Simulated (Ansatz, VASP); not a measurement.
One calculation of In3As, two programs

File POSCAR:

```
In3As
1.0
    4.5763138120      0.0000000000      0.0000000000
    0.0000000000      4.5763138120      0.0000000000
    0.0000000000      0.0000000000      4.5763138120
In As
3 1
Direct
    0.5000000000      0.5000000000      0.0000000000
    0.5000000000      0.0000000000      0.5000000000
    0.0000000000      0.5000000000      0.5000000000
    0.0000000000      0.0000000000      0.0000000000
```

Contents of INCAR.step1:

```
PREC     = Accurate       # precision mode
ENCUT    = 520            # plane-wave cutoff, eV
ISMEAR   = -1             # smearing method
SIGMA    = 0.05           # smearing width, eV
LREAL    = F              # projectors in reciprocal space
LASPH    = T              # aspherical terms in the spheres
NELM     = 60             # most SCF steps
NBANDS   = 30             # bands
GGA      = PE             # functional
ALGO     = Normal         # electronic algorithm
EDIFF    = 1E-4           # SCF threshold, eV
LWAVE    = T              # write WAVECAR
LCHARG   = F              # write CHGCAR
```

INCAR.step2

```
PREC     = Accurate       # precision mode
ENCUT    = 520            # plane-wave cutoff, eV
EDIFF    = 1E-6           # SCF threshold, eV
ISMEAR   = -1             # smearing method
SIGMA    = 0.05           # smearing width, eV
LREAL    = F              # projectors in reciprocal space
LASPH    = T              # aspherical terms in the spheres
NELM     = 60             # most SCF steps
ALGO     = Normal         # electronic algorithm
ISIF     = 2              # what is computed and relaxed
LWAVE    = F              # write WAVECAR
LCHARG   = F              # write CHGCAR
METAGGA  = R2SCAN         # meta-GGA
LMIXTAU  = T            
NBANDS   = 30             # bands
ISTART   = 1
```

KPOINTS

```
regular mesh
0
Gamma
  6 6 6
```

File input.yaml:

```yaml
crystal:
  lattice:
    - [4.576313812, 0.0, 0.0]
    - [0.0, 4.576313812, 0.0]
    - [0.0, 0.0, 4.576313812]
  atoms:
    - { symbol: In, position: [0.5, 0.5, 0.0] }
    - { symbol: In, position: [0.5, 0.0, 0.5] }
    - { symbol: In, position: [0.0, 0.5, 0.5] }
    - { symbol: As, position: [0.0, 0.0, 0.0] }
hamiltonian:
  xc: r2scan
  pseudopotentials: { kind: paw }
kpoints:
  mp_grid: { grid: [6, 6, 6] }
scf:
  occupations: { method: fermi_dirac, width: 0.05 }
output:
  forces: true
  stress: true
  eigenvalues: true
```

Alike in both runs: task single point; functional r2SCAN; k mesh 6 × 6 × 6; occupations fermi-dirac, width 0.05 eV; no spin polarisation.

```csv
,VASP,Ansatz
version,VASP 6.6.1,Ansatz 0.2.0
potentials or method,"VASP PAW PBE potentials, release 64 (In_d, As)",Ansatz PAW
plane-wave cutoff (eV),520,500
valence electrons in the cell,44,54
```

|  | VASP | Ansatz | Ansatz less VASP |
| --- | --- | --- | --- |
| gap on the k mesh at the Fermi level (eV) | none | none | - |
| pressure (GPa) | 2.0 | 2.0 | +0.03 |

VASP's potentials were made for PBE, not for r2SCAN. A gap of «none» marks a metal or a gap that the smearing closes. VASP's potentials hold 44 valence electrons a cell and Ansatz's 54, so a difference there can come from the potentials and not from the codes.
